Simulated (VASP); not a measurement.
# O (P6_3/mmc) in VASP: a series of runs

The runs below take O through single point, with LDA.

Everything below comes from runs of VASP 6.6.1. Logs are shortened: lines on timing, memory, paths and dates and some standing lists are left out, and cuts for length are marked.

### Step 1. The cell of the first run

Symmetry: P6_3/mmc, No. 194, hexagonal system. The conventional cell has a = 1.915 Å, b = 1.915 Å, c = 2.333 Å, α = 90.00°, β = 90.00°, γ = 120.00°. Within 2.1 Å of O (site symmetry -6m2) lie 12 O at 1.61 to 1.92 Å.

### Step 2. Single point, LDA

Input file INCAR:

```
ALGO = Normal
EDIFF = 1E-6
ENCUT = 600
GGA_COMPAT = False
ISIF = 2
ISMEAR = -1
LASPH = True
LCHARG = False
LREAL = False
LWAVE = False
NBANDS = 13
NELM = 120
PREC = Accurate
SIGMA = 0.1
```

Input file KPOINTS:

```
k-points
0
Gamma
  19 19 11
```

Input file POSCAR:

```
O
1.0
    1.9151851082      0.0000000000      0.0000000000
   -0.9575925541      1.6585989567      0.0000000000
    0.0000000000      0.0000000000      2.3331639586
O
2
Direct
    0.3333333333      0.6666666667      0.2500000000
    0.6666666667      0.3333333333      0.7500000000
```

Potentials or basis: VASP PAW LDA potentials, release 64 (O).

Run with:

```console
cat potpaw_LDA.64/O/POTCAR > POTCAR
mpirun -np 1 vasp_std > vasp.out
```

OUTCAR:

```text
EDIFF = 1E-6
   ENCUT = 600
   ISIF = 2
   ISMEAR = -1
   LASPH = True
   LREAL = False
   NELM = 120
   PREC = Accurate

 ion  position               nearest neighbor table
   1  0.333  0.667  0.250-   2 1.61   2 1.61   2 1.61   2 1.61   2 1.61   2 1.61
   2  0.667  0.333  0.750-   1 1.61   1 1.61   1 1.61   1 1.61   1 1.61   1 1.61

  LATTYP: Found a hexagonal cell.
 ALAT       =     1.9151851082
 C/A-ratio  =     1.2182446222

  Lattice vectors:

 A1 = (   1.9151851082,   0.0000000000,   0.0000000000)
 A2 = (  -0.9575925541,   1.6585989567,   0.0000000000)
 A3 = (   0.0000000000,   0.0000000000,   2.3331639586)

Analysis of symmetry for initial positions (statically):
=====================================================================
 Subroutine PRICEL returns:
 Original cell was already a primitive cell.

 Routine SETGRP: Setting up the symmetry group for a
 hexagonal supercell.

 Subroutine GETGRP returns: Found 24 space group operations
 (whereof 12 operations were pure point group operations)
 out of a pool of 24 trial point group operations.

The static configuration has the point symmetry D_3d.
 The point group associated with its full space group is D_6h.

Analysis of symmetry for dynamics (positions and initial velocities):
=====================================================================
 Subroutine PRICEL returns:
 Original cell was already a primitive cell.

 Routine SETGRP: Setting up the symmetry group for a
 hexagonal supercell.

 Subroutine GETGRP returns: Found 24 space group operations
 (whereof 12 operations were pure point group operations)
 out of a pool of 24 trial point group operations.

The dynamic configuration has the point symmetry D_3d.
 The point group associated with its full space group is D_6h.

 Subroutine INISYM returns: Found 24 space group operations
 (whereof 12 operations are pure point group operations),
 and found     1 'primitive' translations

----------------------------------------------------------------------------------------

                                     Primitive cell

  volume of cell :       7.4114

  direct lattice vectors                    reciprocal lattice vectors
     1.915185108  0.000000000  0.000000000     0.522142740  0.301459251  0.000000000
    -0.957592554  1.658598957  0.000000000     0.000000000  0.602918503  0.000000000
     0.000000000  0.000000000  2.333163959     0.000000000  0.000000000  0.428602540

  length of vectors
     1.915185108  1.915185108  2.333163959     0.602918503  0.602918503  0.428602540

  position of ions in fractional coordinates (direct lattice)
     0.333333333  0.666666667  0.250000000
     0.666666667  0.333333333  0.750000000

  ion indices of the primitive-cell ions
[... 89 lines left out ...]
   EFERMI =   0.00;   METHOD = LEGACY
   ISMEAR =    -1;   SIGMA  =   0.10  broadening in eV -4-tet -1-fermi 0-gaus
   EFERMI_NEDOS =   21; number of points for ismear=-14 and -15
   IALGO  =     38    algorithm
   IMIX   =      4    mixing-type and parameters
     AMIX     =   0.40;   BMIX     =  1.00
     AMIX_MAG =   1.60;   BMIX_MAG =  1.00
  volume/ion in A,a.u.               =       3.71        25.01
  Fermi-wavevector in a.u.,A,eV,Ry     =   1.922366  3.632745 50.280216  3.695492
  Thomas-Fermi vector in A             =   2.956460
   LORBIT       =      0    0 simple, 1 ext, 2 COOP (PROOUT), +10 PAW based schemes
   GGA     = CA    functional components
   LHFCALC =     F    Hartree Fock is set to
   AEXX    =    0.0000 exact exchange contribution
   IVDW    =     0    specifies the selected vdW correction
   LEPSILON=     F    determine dielectric tensor
   LRPA    =     F    only Hartree local field effects (RPA)
 non-spin polarized calculation
  energy-cutoff  :      600.00
  volume of cell :        7.41
 maximum number of plane-waves:       260
 NGX is ok and might be reduce to    16
   NGX =  7   NGY =  7   NGZ =  9

 number of electron      12.0000004 magnetization

 Free energy of the ion-electron system (eV)
  ---------------------------------------------------
  ext. energy  EPLUGINS =         0.00000000
  ---------------------------------------------------
  free energy    TOTEN  =        -0.34459324 eV

  energy without entropy =       -0.32449402  energy(sigma->0) =       -0.33454363

 E-fermi :  16.3319     XC(G=0): -17.2254

 val. band max:       16.3246190892   @ k =   0.3684   0.0000   0.0000
 cond. band min:      16.4102483176   @ k =   0.1579   0.0526   0.3636
 fundamental gap:      0.0856292283
 Fermi energy:        16.3318839675

 k-point     1 :       0.0000    0.0000    0.0000
  band No.  band energies     occupation
      1     -18.6622      2.00000
      2       1.1744      2.00000
      3       3.2941      2.00000
      4      13.3873      2.00000
      5      13.3873      2.00000
      6      18.7021      0.00000
      7      18.7021      0.00000
      8      22.9460      0.00000
      9      36.8874      0.00000
     10      45.1658      0.00000
     11      51.7855      0.00000
     12      51.7855      0.00000
     13      60.3363      0.00000
[... 354 lines left out ...]
  band No.  band energies     occupation
      1     -12.5488      2.00000
      2      -1.7614      2.00000
      3       6.3819      2.00000
      4       6.6255      2.00000
      5       9.4761      2.00000
      6      15.0606      1.99999
      7      16.0724      1.86100
      8      19.1271      0.00000
      9      35.2889      0.00000
     10      43.9123      0.00000
     11      47.3399      0.00000
     12      55.3255      0.00000
     13      58.0031      0.00000

 [... further k-points ...]

------------------------ aborting loop because EDIFF is reached ----------------------------------------

  FORCE on cell =-STRESS in cart. coord.  units (eV):
  Direction    XX          YY          ZZ          XY          YZ          ZX
  --------------------------------------------------------------------------------------
  -------------------------------------------------------------------------------------
  Total       25.2766107     25.2766107     25.3017484      0.0000000     -0.0000000      0.0000000
  in kB     5464.2683362   5464.2683365   5469.7025850      0.0000000     -0.0000000      0.0000000
  external PRESSURE =    5466.0797525 kB  Pullay stress =       0.0000000 kB

 VOLUME and BASIS-vectors are now :
 -----------------------------------------------------------------------------
  energy-cutoff  :      600.00
  volume of cell :        7.41
      direct lattice vectors                 reciprocal lattice vectors
     1.915185108  0.000000000  0.000000000     0.522142740  0.301459251  0.000000000
    -0.957592554  1.658598957  0.000000000     0.000000000  0.602918503  0.000000000
     0.000000000  0.000000000  2.333163959     0.000000000  0.000000000  0.428602540

 POSITION                                       TOTAL-FORCE (eV/Angst)
 -----------------------------------------------------------------------------------
     -0.00000      1.10573      0.58329        -0.000000      0.000000      0.000000
      0.95759      0.55287      1.74987         0.000000     -0.000000      0.000000
 -----------------------------------------------------------------------------------
    total drift:                               -0.000000      0.000000      0.000000

  FREE ENERGIE OF THE ION-ELECTRON SYSTEM (eV)
  ---------------------------------------------------
  free  energy   TOTEN  =        -0.3445932371 eV

  energy  without entropy=       -0.3244940207  energy(sigma->0) =       -0.33454363
```

It took 9.8 s on 1 thread of Intel Xeon Platinum 8375C at 2.90GHz (Ice Lake), shared host; peak memory 0.12 GiB.

What came out:

- Free energy: -0.3446 eV
- Pressure: 546.6 GPa
- Band gap on the k mesh: zero (bands 6 and 7 overlap by 5.28 eV)

Levels at points of the mesh, in eV from the Fermi level:
```
           k point  band 2  band 3  band 4  band 5  band 6  band 7  band 8  band 9  band 10  band 11
(0.00, 0.00, 0.00)  -15.16  -13.04   -2.94   -2.94    2.37    2.37    6.61   20.56    28.83    35.45
```

Caveat: the cell stands under pressure.

### Step 3. Single point, LDA (3.71 Å³/atom)

Input file INCAR:

```
SYSTEM = O
PREC = Accurate
ENCUT = 600
EDIFF = 1E-6
ISMEAR = -1
SIGMA = 0.1
LREAL = .False.
LASPH = .True.
NELM = 120
ALGO = Normal
ISIF = 2
LWAVE = .False.
LCHARG = .False.
NBANDS = 13
GGA_COMPAT = .False.
```

Input file KPOINTS:

```
regular mesh
0
Gamma
  19 19 11
  0 0 0
```

POSCAR is that of step 2.

Potentials or basis: VASP PAW LDA potentials, release 64 (O).

Run with:

```console
cat potpaw_LDA.64/O/POTCAR > POTCAR
mpirun -np 1 vasp_std > vasp.out
```

Wall time 10 s (1 thread of Intel Xeon Platinum 8375C at 2.90GHz (Ice Lake), shared host); peak memory 0.12 GiB.

Results (log left out):

- Free energy: -0.3446 eV
- Pressure: 546.6 GPa
- Band gap on the k mesh: zero (bands 6 and 7 overlap by 5.28 eV)

Stress tensor (GPa, compression positive):
```
546.43   0.00   0.00
  0.00 546.43   0.00
  0.00   0.00 546.97
```

Levels at points of the mesh, in eV from the Fermi level:
```
           k point  band 4  band 5  band 6  band 7  band 8  band 9
(0.00, 0.00, 0.00)   -2.94   -2.94    2.37    2.37    6.61   20.56
```

Caveat: the cell stands under pressure.

### Step 4. Single point, LDA

This run uses another cell than the first one, of 4.30 Å³/atom.

Input file INCAR:

```
PREC = Accurate ; ENCUT = 600
EDIFF = 1E-6 ; ISMEAR = -1
SIGMA = 0.1 ; LREAL = False
LASPH = True ; NELM = 120
ALGO = Normal ; ISIF = 2
LWAVE = False ; LCHARG = False
GGA = CA ; NBANDS = 13
GGA_COMPAT = False
```

Input file KPOINTS:

```
Automatic mesh
0
Gamma
  19 19 11
```

Input file POSCAR:

```
O
1.0
    2.0356106656      0.0000000000      0.0000000000
   -1.0178053328      1.7628905486      0.0000000000
    0.0000000000      0.0000000000      2.3957159552
O
2
Direct
    0.3333333333      0.6666666667      0.2500000000
    0.6666666667      0.3333333333      0.7500000000
```

Run with:

```console
cat potpaw_LDA.64/O/POTCAR > POTCAR
mpirun -np 1 vasp_std > vasp.out
```

It took 11 s on 1 thread of Intel Xeon Platinum 8375C at 2.90GHz (Ice Lake), shared host; peak memory 0.12 GiB.

Results (log left out):

- Free energy: -3.4801 eV
- Pressure: 319.7 GPa
- Band gap on the k mesh: zero (bands 6 and 7 overlap by 4.06 eV)

Stress tensor (GPa, compression positive):
```
319.34   0.00   0.00
  0.00 319.34   0.00
  0.00   0.00 320.31
```

Levels at points of the mesh, in eV from the Fermi level:
```
           k point  band 4  band 5  band 6  band 7  band 8  band 9
(0.00, 0.00, 0.00)   -3.08   -3.08    1.82    1.82    5.44   18.79
```

Caveat: the cell stands under pressure.

### Step 5. Single point, LDA (4.30 Å³/atom)

This run uses another cell than the first one, of 4.30 Å³/atom.

Input file INCAR:

```
ALGO = Normal
EDIFF = 1E-6
ENCUT = 600
GGA_COMPAT = F
ISIF = 2
ISMEAR = -1
LASPH = T
LCHARG = F
LREAL = F
LWAVE = F
NBANDS = 13
NELM = 120
PREC = Accurate
SIGMA = 0.1
```

Input file KPOINTS:

```
k-points
0
Gamma
  19 19 11
```

POSCAR is that of step 4.

Potentials or basis: VASP PAW LDA potentials, release 64 (O).

Run with:

```console
cat potpaw_LDA.64/O/POTCAR > POTCAR
mpirun -np 1 vasp_std > vasp.out
```

OUTCAR:

```text
EDIFF = 1E-6
   ENCUT = 600
   ISIF = 2
   ISMEAR = -1
   LASPH = T
   LREAL = F
   NELM = 120
   PREC = Accurate

 ion  position               nearest neighbor table
   1  0.333  0.667  0.250-   2 1.68   2 1.68   2 1.68   2 1.68   2 1.68   2 1.68
   2  0.667  0.333  0.750-   1 1.68   1 1.68   1 1.68   1 1.68   1 1.68   1 1.68

  LATTYP: Found a hexagonal cell.
 ALAT       =     2.0356106656
 C/A-ratio  =     1.1769028310

  Lattice vectors:

 A1 = (   2.0356106656,   0.0000000000,   0.0000000000)
 A2 = (  -1.0178053328,   1.7628905486,   0.0000000000)
 A3 = (   0.0000000000,   0.0000000000,   2.3957159552)

Analysis of symmetry for initial positions (statically):
=====================================================================
 Subroutine PRICEL returns:
 Original cell was already a primitive cell.

 Routine SETGRP: Setting up the symmetry group for a
 hexagonal supercell.

 Subroutine GETGRP returns: Found 24 space group operations
 (whereof 12 operations were pure point group operations)
 out of a pool of 24 trial point group operations.

The static configuration has the point symmetry D_3d.
 The point group associated with its full space group is D_6h.

Analysis of symmetry for dynamics (positions and initial velocities):
=====================================================================
 Subroutine PRICEL returns:
 Original cell was already a primitive cell.

 Routine SETGRP: Setting up the symmetry group for a
 hexagonal supercell.

 Subroutine GETGRP returns: Found 24 space group operations
 (whereof 12 operations were pure point group operations)
 out of a pool of 24 trial point group operations.

The dynamic configuration has the point symmetry D_3d.
 The point group associated with its full space group is D_6h.

 Subroutine INISYM returns: Found 24 space group operations
 (whereof 12 operations are pure point group operations),
 and found     1 'primitive' translations
[... 120 lines left out ...]
   GGA     = CA    functional components
   LHFCALC =     F    Hartree Fock is set to
   AEXX    =    0.0000 exact exchange contribution
   IVDW    =     0    specifies the selected vdW correction
   LEPSILON=     F    determine dielectric tensor
   LRPA    =     F    only Hartree local field effects (RPA)
 non-spin polarized calculation
  energy-cutoff  :      600.00
  volume of cell :        8.60
 maximum number of plane-waves:       295
   NGX =  9   NGY =  9   NGZ =  9

 number of electron      11.9999999 magnetization

 Free energy of the ion-electron system (eV)
  ---------------------------------------------------
  ext. energy  EPLUGINS =         0.00000000
  ---------------------------------------------------
  free energy    TOTEN  =        -3.48011520 eV

  energy without entropy =       -3.45632675  energy(sigma->0) =       -3.46822098

 E-fermi :  12.8620     XC(G=0): -16.2429

 val. band max:       12.8552338357   @ k =   0.3684   0.1579   0.0909
 cond. band min:      12.8730956256   @ k =   0.4737   0.0526   0.0909
 fundamental gap:      0.0178617899
 Fermi energy:        12.8619573718

 k-point     1 :       0.0000    0.0000    0.0000
  band No.  band energies     occupation
      1     -18.7775      2.00000
      2       0.3448      2.00000
      3       0.3569      2.00000
      4       9.7869      2.00000
      5       9.7869      2.00000
      6      14.6821      0.00000
      7      14.6821      0.00000
      8      18.3023      0.00000
      9      31.6471      0.00000
     10      38.2974      0.00000
     11      46.0293      0.00000
     12      46.0293      0.00000
     13      53.7625      0.00000
[... 354 lines left out ...]
  band No.  band energies     occupation
      1     -13.5643      2.00000
      2      -4.3467      2.00000
      3       4.0065      2.00000
      4       4.6870      2.00000
      5       6.9500      2.00000
      6      11.7340      1.99997
      7      12.7349      1.56168
      8      15.3164      0.00000
      9      31.1369      0.00000
     10      40.0248      0.00000
     11      41.0254      0.00000
     12      47.8136      0.00000
     13      52.3492      0.00000

 [... further k-points ...]

------------------------ aborting loop because EDIFF is reached ----------------------------------------

  FORCE on cell =-STRESS in cart. coord.  units (eV):
  Direction    XX          YY          ZZ          XY          YZ          ZX
  --------------------------------------------------------------------------------------
  -------------------------------------------------------------------------------------
  Total       17.1353729     17.1353729     17.1875535      0.0000000      0.0000000      0.0000000
  in kB     3193.3663873   3193.3663872   3203.0908289      0.0000000      0.0000000      0.0000000
  external PRESSURE =    3196.6078678 kB  Pullay stress =       0.0000000 kB

 VOLUME and BASIS-vectors are now :
 -----------------------------------------------------------------------------
  energy-cutoff  :      600.00
  volume of cell :        8.60
      direct lattice vectors                 reciprocal lattice vectors
     2.035610666  0.000000000  0.000000000     0.491253076  0.283625095  0.000000000
    -1.017805333  1.762890549  0.000000000     0.000000000  0.567250191  0.000000000
     0.000000000  0.000000000  2.395715955     0.000000000  0.000000000  0.417411754

 POSITION                                       TOTAL-FORCE (eV/Angst)
 -----------------------------------------------------------------------------------
     -0.00000      1.17526      0.59893        -0.000000      0.000000      0.000000
      1.01781      0.58763      1.79679         0.000000     -0.000000      0.000000
 -----------------------------------------------------------------------------------
    total drift:                               -0.000000      0.000000     -0.000000

  FREE ENERGIE OF THE ION-ELECTRON SYSTEM (eV)
  ---------------------------------------------------
  free  energy   TOTEN  =        -3.4801151973 eV

  energy  without entropy=       -3.4563267533  energy(sigma->0) =       -3.46822098
```

stdout:

```text
POSCAR found type information on POSCAR O
 POSCAR found :  1 types and       2 ions
 scaLAPACK will be used
 LDA part: xc-table for (Slater(with rela. corr.)+CA(PZ))
 , standard interpolation
 POSCAR, INCAR and KPOINTS ok, starting setup
 FFT: planning ... GRIDC
 FFT: planning ... GRID_SOFT
 FFT: planning ... GRID
 WAVECAR not read
 entering main loop
```

Run time: 12 s. Hardware: 1 thread of Intel Xeon Platinum 8375C at 2.90GHz (Ice Lake), shared host; peak memory 0.12 GiB.

What came out:

| Quantity | Value |
| --- | --- |
| Free energy | -3.4801 eV |
| Pressure | 319.7 GPa |
| Band gap on the k mesh | zero (bands 6 and 7 overlap by 4.06 eV) |

Caveat: the cell stands under pressure.

The gap in the log of VASP goes by the Fermi energy; the results here count the filled bands.